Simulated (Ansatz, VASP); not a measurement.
**Two plane-wave programs on CoGe3**

INCAR

```
  PREC = Accurate
  ENCUT = 600
  EDIFF = 1E-6
  ISMEAR = 0
  SIGMA = 0.1
  LREAL = False
  LASPH = True
  NELM = 100
  ALGO = Normal
  ISIF = 3
  LWAVE = False
  LCHARG = False
  GGA = PE
  IBRION = 2
  NSW = 100
  EDIFFG = -0.01
```

Contents of KPOINTS:

```
Automatic mesh
0
Gamma
  10 10 10
```

POSCAR

```
CoGe3
1.0
    3.9945493910      0.0000000000      0.0000000000
    0.0000000000      3.9945493910      0.0000000000
    0.0000000000      0.0000000000      3.9945493910
Ge Co
3 1
Direct
    0.0000000000      0.5000000000      0.5000000000
    0.5000000000      0.0000000000      0.5000000000
    0.5000000000      0.5000000000      0.0000000000
    0.0000000000      0.0000000000      0.0000000000
```

Input for Ansatz:

```yaml
crystal:
  lattice:
    - [3.994549391, 0.0, 0.0]
    - [0.0, 3.994549391, 0.0]
    - [0.0, 0.0, 3.994549391]
  atoms:
    - { symbol: Ge, position: [0.0, 0.5, 0.5] }
    - { symbol: Ge, position: [0.5, 0.0, 0.5] }
    - { symbol: Ge, position: [0.5, 0.5, 0.0] }
    - { symbol: Co, position: [0.0, 0.0, 0.0] }
basis:
  ecutwfc: 420
kpoints:
  mp_grid: { grid: [10, 10, 10] }
hamiltonian:
  xc: pbe
scf:
  occupations: { method: gaussian, width: 0.1 }
output:
  forces: true
  stress: true
  eigenvalues: true
relax:
  adjacent_minimum: "off"
  f_tol: 0.01
  max_steps: 80
  cell: { stress_tol: 0.05 }
```

Alike in both runs: task relaxation of cell and atoms; functional PBE; k mesh 10 × 10 × 10; occupations gaussian, width 0.1 eV; no spin polarisation.

```csv
,VASP,Ansatz
version,VASP 6.6.1,Ansatz 0.2.0
potentials or method,"VASP PAW PBE potentials, release 64 (Ge_d, Co), cutoff 600 eV","scalar-relativistic, plane waves, PAW"
valence electrons in the cell,51,59
```

|  | VASP | Ansatz | Ansatz less VASP |
| --- | --- | --- | --- |
| gap on the k mesh at the Fermi level, each at its own relaxed structure (eV) | none | none | - |
| relaxed volume (Å³/atom) | 15.93 | 15.91 | -0.028 |
| relaxed cell length with the largest relative difference (Å) | 3.995 | 3.992 | -0.0023 |

A gap of «none» marks a metal or a gap that the smearing closes. VASP's potentials hold 51 valence electrons a cell and Ansatz's 59, so a difference there can come from the potentials and not from the codes.

Noted on VASP's run: the relaxation stopped at its first step, so nothing moved.
